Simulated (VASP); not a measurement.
CaSe: single point with PBE

CaSe:

```
Ca Se
1.0
     0.00000    2.95600    2.95600
     2.95600    0.00000    2.95600
     2.95600    2.95600    0.00000
Ca Se
1 1
Direct
  0.02537 0.97463 0.02537
  0.50000 0.50000 0.50000
```

This cell differs from its parent crystal: one atom moved.

- Program: VASP 6.6.1
- Task: single point
- Functional: PBE
- Potentials or basis: VASP PAW PBE potentials, release 64 (Ca_sv, Se)
- Cutoff: 520 eV
- k mesh: 8 × 8 × 8
- Occupations: gaussian, width 0.02 eV
- Spin: no spin polarisation

| Quantity | Value |
| --- | --- |
| Pressure | 1.8 GPa |
| Largest force | 0.509 eV/Å |
| Band gap on the k mesh | 2.06 eV, indirect (least direct gap 2.96 eV) |

Forces in eV/Å, atoms in the order of the input:
```
Ca   0.000 -0.509  0.000
Se   0.000  0.509  0.000
```

Stress tensor (GPa, compression positive):
```
1.25 0.00 0.00
0.00 2.79 0.00
0.00 0.00 1.25
```

Levels at points of the mesh, in eV from the valence-band top:
| k point | band 4 | band 5 | band 6 | band 7 | band 8 | band 9 | band 10 | band 11 | band 12 | band 13 |
| --- | --- | --- | --- | --- | --- | --- | --- | --- | --- | --- |
| (0.00, 0.00, 0.00) | -20.68 | -11.77 | -0.02 | 0.00 | 0.00 | 3.38 | 3.76 | 3.81 | 3.81 | 4.33 |
| (0.50, 0.00, 0.00) | -20.69 | -11.07 | -3.25 | -1.16 | -1.16 | 4.51 | 5.49 | 5.55 | 5.57 | 7.40 |
| (0.50, 0.50, 0.00) | -20.72 | -11.19 | -2.49 | -0.95 | -0.90 | 2.14 | 5.07 | 5.12 | 6.09 | 6.09 |
| (0.50, 0.00, 0.50) | -20.72 | -11.19 | -2.47 | -0.90 | -0.90 | 2.06 | 5.09 | 5.11 | 5.99 | 6.08 |

It took 14 s on 1 thread of Intel(R) Xeon(R) 6975P-C (Granite Rapids), on a shared host, peak memory 0.19 GiB.

Caveat: the cell differs from its parent crystal (one atom moved). A k mesh can miss the band edges.
